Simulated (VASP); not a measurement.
Sb, 1 atom in the cell. It takes space group Immm (No. 71, orthorhombic). The conventional cell has a = 3.284 Å, b = 3.981 Å, c = 4.249 Å, α = 90.00°, β = 90.00°, γ = 90.00°. Within 4.3 Å of Sb (site symmetry mmm) lie 14 Sb at 3.28 to 4.25 Å. The cell was generated, and may not be a known phase.

| Property | Result |
| --- | --- |
| Program | VASP 6.6.1 |
| Task | relaxation of cell and atoms |
| Functional | PBE |
| Potentials or basis | VASP PAW PBE potentials, release 64 (Sb) |
| Cutoff | 600 eV |
| k mesh | 22 × 22 × 22 |
| Occupations | gaussian, width 0.1 eV |
| Spin | no spin polarisation |
| Dipole correction | no |
| Further INCAR settings | ALGO = Normal; EDIFF = 1e-07; IBRION = 2; EDIFFG = -0.01; NSW = 100; ISIF = 3 |

Potentials or basis: VASP PAW PBE potentials, release 64 (Sb).

Run with:

```sh
$ cat potpaw_PBE.64/Sb/POTCAR > POTCAR
$ mpirun -np 1 vasp_std > vasp.out
```

Hardware: 1 thread of Intel(R) Xeon(R) 6975P-C (Granite Rapids), on a shared host.

Problem. Estimate the wall time of this run.

Solution. Wall time 16 min on 1 thread of Intel(R) Xeon(R) 6975P-C (Granite Rapids) (shared host), peak memory 0.47 GiB. Counts: scf iterations 98, k points 1530, ion steps 15.
